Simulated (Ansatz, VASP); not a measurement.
ZnCu: VASP beside Ansatz

```xyz
2
Lattice="2.9625 0.0000 0.0000 0.0000 2.9625 0.0000 0.0000 0.0000 2.9625" Properties=species:S:1:pos:R:3 pbc="T T T"
Zn    1.4813    1.4813    1.4813
Cu    0.0000    0.0000    0.0000
```

Alike in both runs: functional PBE; k mesh 11 × 11 × 11; occupations fermi-dirac, width 0.1 eV; no spin polarisation.

Ansatz relaxed the structure, and its values are those at the end. VASP's run is a single point on that final structure, the one shown.

```csv
,VASP,Ansatz
version,VASP 6.6.1,Ansatz 0.2.0
potentials or method,"VASP PAW PBE potentials, release 64 (Zn, Cu), cutoff 520 eV",PAW plane waves
valence electrons in the cell,23,31
```

|  | VASP | Ansatz | Ansatz less VASP |
| --- | --- | --- | --- |
| gap on the k mesh at the Fermi level (eV) | none | none | - |
| pressure (GPa) | 0.6 | 0.0 | -0.58 |

A gap of «none» marks a metal or a gap that the smearing closes. VASP's potentials hold 23 valence electrons a cell and Ansatz's 31, so a difference there can come from the potentials and not from the codes.
